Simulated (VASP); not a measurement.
# Ru (P6_3/mmc) in VASP: notebook

Ru is run at these levels: PBEsol; tasks: single point.

All numbers are computed with VASP 6.6.1; they aren't measurements. Logs are shortened: lines on timing, memory, paths and dates and some standing lists are left out, and cuts for length are marked.

### 1 The cell of the first run

It takes space group P6_3/mmc (No. 194, hexagonal). The conventional cell has a = 2.717 Å, b = 2.717 Å, c = 4.366 Å, α = 90.00°, β = 90.00°, γ = 120.00°. Ru (site symmetry -6m2) has 12 Ru at 2.69 to 2.72 Å within 3.5 Å.

### 2 Single point, PBEsol (volume 13.960 Å^3 an atom, c/a of the conventional cell 1.6066)

The input, INCAR:

```
ALGO = Fast
EDIFF = 1E-6
ENCUT = 520
GGA = PS
ISIF = 2
ISMEAR = 0
LASPH = T
LCHARG = F
LREAL = F
LWAVE = F
NBANDS = 21
NELM = 100
PREC = Accurate
SIGMA = 0.15
```

The input, KPOINTS:

```
k-points
0
Gamma
  21 21 12
```

The input, POSCAR:

```
Ru
1.0
    2.7174340102      0.0000000000      0.0000000000
   -1.3587170051      2.3533668860      0.0000000000
    0.0000000000      0.0000000000      4.3658294808
Ru
2
Direct
    0.3333333333      0.6666666667      0.2500000000
    0.6666666667      0.3333333333      0.7500000000
```

Potentials or basis: VASP PAW PBE potentials, release 64 (Ru_pv).

The run is started by

```sh
> cat potpaw_PBE.64/Ru_pv/POTCAR > POTCAR
> mpirun -np 1 vasp_std > vasp.out
```

OUTCAR:

```text
EDIFF = 1E-6
   ENCUT = 520
   GGA = PS
   ISIF = 2
   ISMEAR = 0
   LASPH = T
   LREAL = F
   NELM = 100
   PREC = Accurate

 ion  position               nearest neighbor table
   1  0.333  0.667  0.250-   2 2.69   2 2.69   2 2.69   2 2.69   2 2.69   2 2.69
   2  0.667  0.333  0.750-   1 2.69   1 2.69   1 2.69   1 2.69   1 2.69   1 2.69

  LATTYP: Found a hexagonal cell.
 ALAT       =     2.7174340102
 C/A-ratio  =     1.6066000000

  Lattice vectors:

 A1 = (   2.7174340102,   0.0000000000,   0.0000000000)
 A2 = (  -1.3587170051,   2.3533668860,   0.0000000000)
 A3 = (   0.0000000000,   0.0000000000,   4.3658294808)

Analysis of symmetry for initial positions (statically):
=====================================================================
 Subroutine PRICEL returns:
 Original cell was already a primitive cell.

 Routine SETGRP: Setting up the symmetry group for a
 hexagonal supercell.

 Subroutine GETGRP returns: Found 24 space group operations
 (whereof 12 operations were pure point group operations)
 out of a pool of 24 trial point group operations.

The static configuration has the point symmetry D_3d.
 The point group associated with its full space group is D_6h.

Analysis of symmetry for dynamics (positions and initial velocities):
=====================================================================
 Subroutine PRICEL returns:
 Original cell was already a primitive cell.

 Routine SETGRP: Setting up the symmetry group for a
 hexagonal supercell.

 Subroutine GETGRP returns: Found 24 space group operations
 (whereof 12 operations were pure point group operations)
 out of a pool of 24 trial point group operations.

The dynamic configuration has the point symmetry D_3d.
 The point group associated with its full space group is D_6h.

 Subroutine INISYM returns: Found 24 space group operations
 (whereof 12 operations are pure point group operations),
 and found     1 'primitive' translations

----------------------------------------------------------------------------------------

                                     Primitive cell

  volume of cell :      27.9200

  direct lattice vectors                    reciprocal lattice vectors
     2.717434010  0.000000000  0.000000000     0.367994217  0.212461560  0.000000000
    -1.358717005  2.353366886  0.000000000     0.000000000  0.424923120  0.000000000
     0.000000000  0.000000000  4.365829481     0.000000000  0.000000000  0.229051548

  length of vectors
     2.717434010  2.717434010  4.365829481     0.424923120  0.424923120  0.229051548

  position of ions in fractional coordinates (direct lattice)
     0.333333333  0.666666667  0.250000000
     0.666666667  0.333333333  0.750000000

  ion indices of the primitive-cell ions
   primitive index   ion index
                 1           1
                 2           2

----------------------------------------------------------------------------------------

 KPOINTS: k-points

Automatic generation of k-mesh.
 Grid dimensions read from file:
 generate k-points for:   21   21   12

 Generating k-lattice:

  Cartesian coordinates                     Fractional coordinates (reciprocal lattice)
     0.017523534  0.010117217  0.000000000     0.047619048  0.000000000  0.000000000
     0.000000000  0.020234434  0.000000000     0.000000000  0.047619048  0.000000000
     0.000000000  0.000000000  0.019087629     0.000000000  0.000000000  0.083333333

  Length of vectors
     0.020234434  0.020234434  0.019087629

  Shift w.r.t. Gamma in fractional coordinates (k-lattice)
     0.000000000  0.000000000  0.000000000

 Subroutine IBZKPT returns following result:
 ===========================================

 Found    336 irreducible k-points:

 Following reciprocal coordinates:
            Coordinates               Weight
  0.000000  0.000000  0.000000      1.000000
  0.047619  0.000000  0.000000      6.000000
  0.095238  0.000000  0.000000      6.000000
  0.142857  0.000000  0.000000      6.000000
  0.190476  0.000000  0.000000      6.000000
  0.238095  0.000000  0.000000      6.000000
[... 16 lines left out ...]
  0.142857  0.095238  0.000000     12.000000
  0.190476  0.095238  0.000000     12.000000
 [... further k-points ...]
   k-points           NKPTS =    336   k-points in BZ     NKDIM =    336   number of bands    NBANDS=     21
   number of dos      NEDOS =    301   number of ions     NIONS =      2
   total plane-waves  NPLWV =  12800
   dimension x,y,z NGX =    20 NGY =   20 NGZ =   32
   dimension x,y,z NGXF=    40 NGYF=   40 NGZF=   64
   ions per type =               2
   NGX,Y,Z   is equivalent  to a cutoff of  12.24, 12.24, 12.19 a.u.
   NGXF,Y,Z  is equivalent  to a cutoff of  24.47, 24.47, 24.37 a.u.
 SYSTEM =  unknown system
   PREC   = accura    normal or accurate (medium, high low for compatibility)
   ISTART =      0    job   : 0-new  1-cont  2-samecut
   ICHARG =      2    charge: 1-file 2-atom 10-const
   ISPIN  =      1    spin polarized calculation?
   LNONCOLLINEAR =      F non collinear calculations
   LSORBIT =      F    spin-orbit coupling
   LASPH  =      T    aspherical Exc in radial PAW
   ENCUT  =  520.0 eV  38.22 Ry    6.18 a.u.   5.05  5.05  8.12*2*pi/ulx,y,z
   NELM   =    100;   NELMIN=  2; NELMDL= -5     # of ELM steps
   EDIFF  = 0.1E-05   stopping-criterion for ELM
   LREAL  =      F    real-space projection
   EDIFFG = 0.1E-04   stopping-criterion for IOM
   NSW    =      0    number of steps for IOM
   IBRION =     -1    ionic relax: 0-MD 1-quasi-New 2-CG
   NFREE  =      0    steps in history (QN), initial steepest desc. (CG)
   ISIF   =      2    stress and relaxation
   ISYM   =      2    0-nonsym 1-usesym 2-fastsym
   POTIM  = 0.5000    time-step for ionic-motion
   TEBEG  =    0.0;   TEEND  =   0.0 temperature during run
   PSTRESS=    0.0 pullay stress
   NELECT =      28.0000    total number of electrons
   NUPDOWN=      -1.0000    fix difference up-down
   EMIN   =  10.00;   EMAX   =-10.00  energy-range for DOS
   EFERMI =   0.00;   METHOD = LEGACY
   ISMEAR =     0;   SIGMA  =   0.15  broadening in eV -4-tet -1-fermi 0-gaus
   EFERMI_NEDOS =   21; number of points for ismear=-14 and -15
   IALGO  =     68    algorithm
   IMIX   =      4    mixing-type and parameters
     AMIX     =   0.40;   BMIX     =  1.00
     AMIX_MAG =   1.60;   BMIX_MAG =  1.00
  volume/ion in A,a.u.               =      13.96        94.21
  Fermi-wavevector in a.u.,A,eV,Ry     =   1.638661  3.096620 36.534485  2.685209
  Thomas-Fermi vector in A             =   2.729596
   LORBIT       =      0    0 simple, 1 ext, 2 COOP (PROOUT), +10 PAW based schemes
   GGA     = PS    functional components
   LHFCALC =     F    Hartree Fock is set to
   AEXX    =    0.0000 exact exchange contribution
   IVDW    =     0    specifies the selected vdW correction
   LEPSILON=     F    determine dielectric tensor
   LRPA    =     F    only Hartree local field effects (RPA)
 non-spin polarized calculation
 RMM-DIIS sequential band-by-band and
 Gauss-broadening in eV      SIGMA  =   0.15
  energy-cutoff  :      520.00
  volume of cell :       27.92
 maximum number of plane-waves:       772
   NGX = 11   NGY = 11   NGZ = 17

 number of electron      28.0000015 magnetization

 Free energy of the ion-electron system (eV)
  ---------------------------------------------------
  ext. energy  EPLUGINS =         0.00000000
  ---------------------------------------------------
  free energy    TOTEN  =       -20.28087150 eV

  energy without entropy =      -20.26077809  energy(sigma->0) =      -20.27082479

 E-fermi :  12.2057     XC(G=0): -14.1097

 val. band max:       12.2016221362   @ k =   0.3810   0.0000   0.3333
 cond. band min:      12.2058409706   @ k =   0.3810   0.0476   0.3333
 fundamental gap:      0.0042188344
 Fermi energy:        12.2056974201

 k-point     1 :       0.0000    0.0000    0.0000
  band No.  band energies     occupation
      1     -31.2797      2.00000
      2     -30.4250      2.00000
      3     -30.4250      2.00000
      4     -30.2803      2.00000
      5     -30.2803      2.00000
      6     -30.2650      2.00000
[... 13 lines left out ...]
     20      22.5115      0.00000
     21      22.5296      0.00000

 k-point     2 :       0.0476    0.0000    0.0000
  band No.  band energies     occupation
      1     -31.2726      2.00000
      2     -30.4409      2.00000
      3     -30.4302      2.00000
      4     -30.2970      2.00000
      5     -30.2826      2.00000
      6     -30.2680      2.00000
[... 13 lines left out ...]
     20      22.5121      0.00000
     21      22.5299      0.00000

 k-point     3 :       0.0952    0.0000    0.0000
  band No.  band energies     occupation
      1     -31.2517      2.00000
      2     -30.4874      2.00000
      3     -30.4453      2.00000
      4     -30.3450      2.00000
      5     -30.2896      2.00000
      6     -30.2770      2.00000
[... 13 lines left out ...]
     20      22.5115      0.00000
     21      22.5279      0.00000

 k-point     4 :       0.1429    0.0000    0.0000
  band No.  band energies     occupation
      1     -31.2178      2.00000
      2     -30.5602      2.00000
      3     -30.4685      2.00000
      4     -30.4195      2.00000
      5     -30.3009      2.00000
      6     -30.2921      2.00000
[... 13 lines left out ...]
     20      22.5113      0.00000
     21      22.5260      0.00000

 k-point     5 :       0.1905    0.0000    0.0000
  band No.  band energies     occupation
      1     -31.1726      2.00000
      2     -30.6530      2.00000
      3     -30.5126      2.00000
      4     -30.4974      2.00000
      5     -30.3158      2.00000
      6     -30.3134      2.00000
[... 13 lines left out ...]
     20      22.5112      0.00000
     21      22.5238      0.00000
[... 382 lines left out ...]
     20      23.7615      0.00000
     21      24.8441      0.00000

 k-point    22 :       0.0952    0.0952    0.0000
  band No.  band energies     occupation
      1     -31.1981      2.00000
      2     -30.5875      2.00000
      3     -30.5209      2.00000
      4     -30.4256      2.00000
      5     -30.3174      2.00000
      6     -30.3013      2.00000
[... 13 lines left out ...]
     20      22.5113      0.00000
     21      22.5251      0.00000

 k-point    23 :       0.1429    0.0952    0.0000
  band No.  band energies     occupation
      1     -31.1539      2.00000
      2     -30.6662      2.00000
      3     -30.5950      2.00000
      4     -30.4700      2.00000
      5     -30.3393      2.00000
      6     -30.3226      2.00000
[... 13 lines left out ...]
     20      22.5112      0.00000
     21      22.5233      0.00000

 k-point    24 :       0.1905    0.0952    0.0000
  band No.  band energies     occupation
      1     -31.1006      2.00000
      2     -30.7603      2.00000
      3     -30.6755      2.00000
      4     -30.5170      2.00000
      5     -30.3622      2.00000
      6     -30.3501      2.00000
[... 13 lines left out ...]
     20      22.5111      0.00000
     21      22.5215      0.00000

 [... further k-points ...]

------------------------ aborting loop because EDIFF is reached ----------------------------------------

  FORCE on cell =-STRESS in cart. coord.  units (eV):
  Direction    XX          YY          ZZ          XY          YZ          ZX
  --------------------------------------------------------------------------------------
  -------------------------------------------------------------------------------------
  Total       -2.1082902     -2.1082902     -3.5435077      0.0000000      0.0000000      0.0000000
  in kB     -120.9833357   -120.9833357   -203.3426812      0.0000000      0.0000000      0.0000000
  external PRESSURE =    -148.4364508 kB  Pullay stress =       0.0000000 kB

 VOLUME and BASIS-vectors are now :
 -----------------------------------------------------------------------------
  energy-cutoff  :      520.00
  volume of cell :       27.92
      direct lattice vectors                 reciprocal lattice vectors
     2.717434010  0.000000000  0.000000000     0.367994217  0.212461560  0.000000000
    -1.358717005  2.353366886  0.000000000     0.000000000  0.424923120  0.000000000
     0.000000000  0.000000000  4.365829481     0.000000000  0.000000000  0.229051548

 POSITION                                       TOTAL-FORCE (eV/Angst)
 -----------------------------------------------------------------------------------
     -0.00000      1.56891      1.09146         0.000000     -0.000000      0.000000
      1.35872      0.78446      3.27437        -0.000000      0.000000      0.000000
 -----------------------------------------------------------------------------------
    total drift:                               -0.000000      0.000000     -0.000000

  FREE ENERGIE OF THE ION-ELECTRON SYSTEM (eV)
  ---------------------------------------------------
  free  energy   TOTEN  =       -20.2808714978 eV

  energy  without entropy=      -20.2607780898  energy(sigma->0) =      -20.27082479
```

It took 3.3 min on 1 thread of Intel Xeon Platinum 8259CL at 2.50GHz (Skylake/Cascade Lake), shared host; peak memory 0.26 GiB.

Results:

```yaml
Free_energy: -20.2809 eV
Pressure: -14.8 GPa
Band_gap_on_the_k_mesh: zero (band 14 reaches 13.74 eV, above the bottom of band 15 at 10.76 eV)
```

Stress tensor (GPa, compression positive):
```
-12.10   0.00   0.00
  0.00 -12.10   0.00
  0.00   0.00 -20.33
```

Caveat: the cell differs from its parent crystal (volume 13.960 Å^3 an atom, c/a of the conventional cell 1.6066); the PAW data sets were made with another functional, which shifts forces and pressure a little.

### 3 Single point, PBEsol (volume 13.960 Å^3 an atom, c/a of the conventional cell 1.6325)

The input, INCAR:

```
SYSTEM = Ru
ALGO = Fast
EDIFF = 1E-7
ENCUT = 520
GGA = PS
ISIF = 2
ISMEAR = 0
LASPH = .True.
LCHARG = .False.
LREAL = .False.
LWAVE = .False.
NBANDS = 21
NELM = 60
PREC = Accurate
SIGMA = 0.15
```

The input, KPOINTS:

```
k-points
0
Gamma
  21 21 12
  0 0 0
```

The input, POSCAR:

```
Ru
1.0
    2.7029864220      0.0000000000      0.0000000000
   -1.3514932110      2.3408549076      0.0000000000
    0.0000000000      0.0000000000      4.4126253340
Ru
2
Direct
    0.3333333333      0.6666666667      0.2500000000
    0.6666666667      0.3333333333      0.7500000000
```

Potentials or basis: VASP PAW PBE potentials, release 64 (Ru_pv).

The run is started by

```sh
> cat potpaw_PBE.64/Ru_pv/POTCAR > POTCAR
> mpirun -np 1 vasp_std > vasp.out
```

Wall time 3.4 min (1 thread of Intel Xeon Platinum 8259CL at 2.50GHz (Skylake/Cascade Lake), shared host); peak memory 0.26 GiB.

It converged, with:

- Free energy: -20.2594 eV
- Pressure: -14.6 GPa
- Band gap on the k mesh: zero (band 14 reaches 13.75 eV, above the bottom of band 15 at 10.78 eV)

Stress tensor (GPa, compression positive):
```
 -9.69   0.00   0.00
  0.00  -9.69   0.00
  0.00   0.00 -24.54
```

Levels at points of the mesh, in eV from the Fermi level:
```tsv
k point	band 12	band 13	band 14	band 15	band 16	band 17
(0.00, 0.00, 0.00)	-1.89	-1.89	-1.11	-1.11	0.86	1.14
(0.00, 0.00, 0.50)	-2.57	-2.57	-2.57	0.51	0.51	0.51
```

Caveat: the cell differs from its parent crystal (volume 13.960 Å^3 an atom, c/a of the conventional cell 1.6325); the PAW data sets were made with another functional, which shifts forces and pressure a little.

### 4 Single point, PBEsol

This run uses another cell than the first one, of 13.32 Å³/atom, 0.954 times its volume.

The input, INCAR:

```
SYSTEM = Ru
PREC = Accurate
ENCUT = 520
EDIFF = 1E-6
ISMEAR = 0
SIGMA = 0.15
LREAL = .FALSE.
LASPH = .TRUE.
NELM = 100
ALGO = Normal
ISIF = 2
LWAVE = .FALSE.
LCHARG = .TRUE.
GGA = PS
LELF = .TRUE.
LVHAR = .TRUE.
NBANDS = 21
```

The input, KPOINTS:

```
regular mesh
0
G
  21 21 12
  0 0 0
```

The input, POSCAR:

```
Ru
1.0
    2.6896847531      0.0000000000      0.0000000000
   -1.3448423765      2.3293353243      0.0000000000
    0.0000000000      0.0000000000      4.2523798375
Ru
2
Direct
    0.3333333333      0.6666666667      0.2500000000
    0.6666666667      0.3333333333      0.7500000000
```

The run is started by

```sh
> cat potpaw_PBE.64/Ru_pv/POTCAR > POTCAR
> mpirun -np 1 vasp_std > vasp.out
```

It took 2.9 min on 1 thread of AMD EPYC 7R43 (Zen 3), shared host; peak memory 0.21 GiB.

Results (log left out):

```
Free energy            : -20.3504 eV
Pressure               : 0.0 GPa
Band gap on the k mesh : zero (band 14 reaches 14.68 eV, above the bottom of band 15 at 11.39 eV)
```

Stress tensor (GPa, compression positive):
```
 0.25  0.00  0.00
 0.00  0.25  0.00
 0.00  0.00 -0.54
```

Levels at points of the mesh, in eV from the Fermi level:
```
           k point  band 11  band 12  band 13  band 14  band 15  band 16  band 17  band 18
(0.00, 0.00, 0.00)    -2.50    -1.99    -1.99    -1.45    -1.45     1.22     1.22     1.26
(0.00, 0.00, 0.50)    -2.87    -2.87    -2.81    -2.81     0.56     0.56     0.56     0.56
```

Caveat: the PAW data sets were made with another functional, which shifts forces and pressure a little.

### 5 Summary

| cell | gap on the mesh (eV) | pressure (GPa) |
| --- | --- | --- |
| a = 2.717, b = 2.717, c = 4.366 Å, angles 90.0, 90.0, 120.0°, 2 atoms | none | -14.8 |
| a = 2.703, b = 2.703, c = 4.413 Å, angles 90.0, 90.0, 120.0°, 2 atoms | none | -14.6 |
| a = 2.690, b = 2.690, c = 4.252 Å, angles 90.0, 90.0, 120.0°, 2 atoms | none | 0.0 |

Alike in all rows: task single point; level PBEsol; potentials or basis VASP PAW PBE potentials, release 64 (Ru_pv); no spin polarisation; k mesh 21 × 21 × 12; cutoff (eV) 520; smearing gaussian 0.15 eV.

Caveats: the PAW data sets were made with another functional, which shifts forces and pressure a little.

Absolute energies hang on the potentials; compare differences alone.
